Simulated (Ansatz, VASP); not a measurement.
**RbCl in VASP and in Ansatz**

INCAR

```
SYSTEM = RbCl
PREC = Accurate ; ENCUT = 500
EDIFF = 1E-6 ; ISMEAR = -1
SIGMA = 0.1 ; LREAL = .FALSE.
LASPH = .TRUE. ; NELM = 120
ALGO = Normal ; ISIF = 2
LWAVE = .FALSE. ; LCHARG = .FALSE.
GGA = PE ; NBANDS = 15
GGA_COMPAT = .FALSE.
```

KPOINTS

```
Automatic mesh
0
G
  13 13 13
  0 0 0
```

File POSCAR:

```
RbCl
1.0
    0.0000000000      3.1089020538      3.1089020538
    3.1089020538      0.0000000000      3.1089020538
    3.1089020538      3.1089020538      0.0000000000
Rb Cl
1 1
Direct
    0.0000000000      0.0000000000      0.0000000000
    0.5000000000      0.5000000000      0.5000000000
```

Input for Ansatz:

```yaml
crystal:
  lattice:
    - [0.0, 3.1089020538, 3.1089020538]
    - [3.1089020538, 0.0, 3.1089020538]
    - [3.1089020538, 3.1089020538, 0.0]
  atoms:
    - { symbol: Rb, position: [0.0, 0.0, 0.0] }
    - { symbol: Cl, position: [0.5, 0.5, 0.5] }
kpoints:
  mp_grid: { grid: [13, 13, 13] }
scf:
  occupations: { method: fermi_dirac, width: 0.1 }
hamiltonian:
  xc: pbe
  pseudopotentials: { kind: all_electron, lapw: { basis_error: 0.001 } }
output:
  forces: true
  stress: true
  eigenvalues: true
  populations: true
```

Change from the starting cell: volume scaled by 0.8, LAPW.

Alike in both runs: task single point; functional PBE; k mesh 13 × 13 × 13; occupations fermi-dirac, width 0.1 eV; no spin polarisation.

|  | VASP | Ansatz |
| --- | --- | --- |
| version | VASP 6.6.1 | Ansatz 0.2.0 |
| potentials or method | VASP PAW PBE potentials, release 64 (Rb_sv, Cl), cutoff 500 eV | all-electron LAPW, scalar-relativistic |

```tsv
	VASP	Ansatz	Ansatz less VASP
gap on the k mesh at the Fermi level (eV)	5.59	5.60	+0.006
pressure (GPa)	5.6	5.5	-0.04
```

Ansatz ran all-electron here, and VASP with PAW potentials.
